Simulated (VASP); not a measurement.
Set up this calculation in VASP 6.6.1, as the native input.

* Task: single point
* Functional: PBE
* Potentials or basis: VASP PAW PBE potentials, release 64 (Ca_sv)
* Cutoff: 500 eV
* k mesh: 12 × 12 × 12
* Occupations: gaussian, width 0.1 eV
* Spin: no spin polarisation
* Dipole correction: no
* Further INCAR settings: ALGO = Normal; EDIFF = 1e-06; NBANDS = 11

The structure of Ca lies in POSCAR:

```
Ca
1.0
   -2.3294995349      2.3294995349      2.3294995349
    2.3294995349     -2.3294995349      2.3294995349
    2.3294995349      2.3294995349     -2.3294995349
Ca
1
Direct
    0.0000000000      0.0000000000      0.0000000000
```

This cell differs from its parent crystal: Ba replaced by Ca, lengths x 0.891, strained.

These files were run (other wordings do the same):

INCAR

```
ALGO     = Normal         # electronic algorithm
EDIFF    = 1E-6           # SCF threshold, eV
ENCUT    = 500            # plane-wave cutoff, eV
GGA      = PE             # functional
GGA_COMPAT= False        
ISIF     = 2              # what is computed and relaxed
ISMEAR   = 0              # smearing method
LASPH    = True           # aspherical terms in the spheres
LCHARG   = False          # write CHGCAR
LREAL    = False          # projectors in reciprocal space
LWAVE    = False          # write WAVECAR
NBANDS   = 11             # bands
NELM     = 120            # most SCF steps
PREC     = Accurate       # precision mode
SIGMA    = 0.1            # smearing width, eV
```

KPOINTS

```
k-points
0
Gamma
  12 12 12
```

Potentials or basis: VASP PAW PBE potentials, release 64 (Ca_sv).

The run is started by

```sh
$ cat potpaw_PBE.64/Ca_sv/POTCAR > POTCAR
$ mpirun -np 1 vasp_std > vasp.out
```

Results of the run:

```json
{"Pressure": "-2.3 GPa", "Band gap on the k mesh": "zero (band 5 reaches 1.66 eV, above the bottom of band 6 at 1.20 eV)"}
```

Caveat: the cell differs from its parent crystal (Ba replaced by Ca, lengths x 0.891, strained).

It took 38 s on 1 thread of AMD EPYC 7R43 64-Core Processor (Zen 3), on a shared host, peak memory 0.14 GiB.
